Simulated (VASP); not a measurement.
Input of a VASP 6.6.1 run:

Contents of INCAR:

```
PREC = Accurate
ENCUT = 500
EDIFF = 1E-6
ISMEAR = 0
SIGMA = 0.01
LREAL = False
LASPH = True
NELM = 120
ALGO = Normal
ISIF = 2
LWAVE = False
LCHARG = False
GGA = PE
NBANDS = 11
GGA_COMPAT = False
```

File KPOINTS:

```
regular mesh
0
Gamma
  4 4 4
```

Contents of POSCAR:

```
Si
1.0
    0.0000000000      2.6787995551      2.6787995551
    2.6787995551      0.0000000000      2.6787995551
    2.6787995551      2.6787995551      0.0000000000
Si
2
Direct
    0.0000000000      0.0000000000      0.0000000000
    0.2500000000      0.2500000000      0.2500000000
```

Potentials or basis: VASP PAW PBE potentials, release 64 (Si).

The run is started by

```console
$ cat potpaw_PBE.64/Si/POTCAR > POTCAR
$ mpirun -np 1 vasp_std > vasp.out
```

Task: What does it give for the band gap on the k mesh?

Result: 0.61 eV, indirect (least direct gap 2.56 eV).

Task: What does it give for the pressure?

Result: 7.0 GPa.

Caveat: the k points lie up to 0.51 Å⁻¹ apart. A hybrid or GW would open this gap; PBE tends to underestimate it.
